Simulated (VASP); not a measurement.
LuSe, 2 atoms in the cell. Symmetry: Fm-3m, No. 225, cubic system. The conventional cell has a = 5.391 Å, b = 5.391 Å, c = 5.391 Å, α = 90.00°, β = 90.00°, γ = 90.00°. Within 3.6 Å of Lu (site symmetry m-3m) lie 6 Se at 2.70 Å. Within 3.6 Å of Se (site symmetry m-3m) lie 6 Lu at 2.70 Å. 

* Program: VASP 6.6.1
* Task: single point
* Functional: PBEsol
* Potentials or basis: VASP PAW PBE potentials, release 64 (Lu, Se)
* Cutoff: 520 eV
* k mesh: 14 × 14 × 14
* Occupations: fermi-dirac, width 0.08 eV
* Spin: no spin polarisation
* Dipole correction: no
* Further INCAR settings: ALGO = Normal; EDIFF = 1e-06; NBANDS = 22

Potentials or basis: VASP PAW PBE potentials, release 64 (Lu, Se).

Launch:

```console
$ cat potpaw_PBE.64/Lu/POTCAR potpaw_PBE.64/Se/POTCAR > POTCAR
$ mpirun -np 1 vasp_std > vasp.out
```

Hardware: 1 thread of Intel Xeon 8259CL, with other jobs on the host.

Task: Estimate the wall time of this run.

Result: Run time: 110 s on 1 thread of Intel Xeon 8259CL, with other jobs on the host, peak memory 0.24 GiB. Counts: scf iterations 12, k points 104.
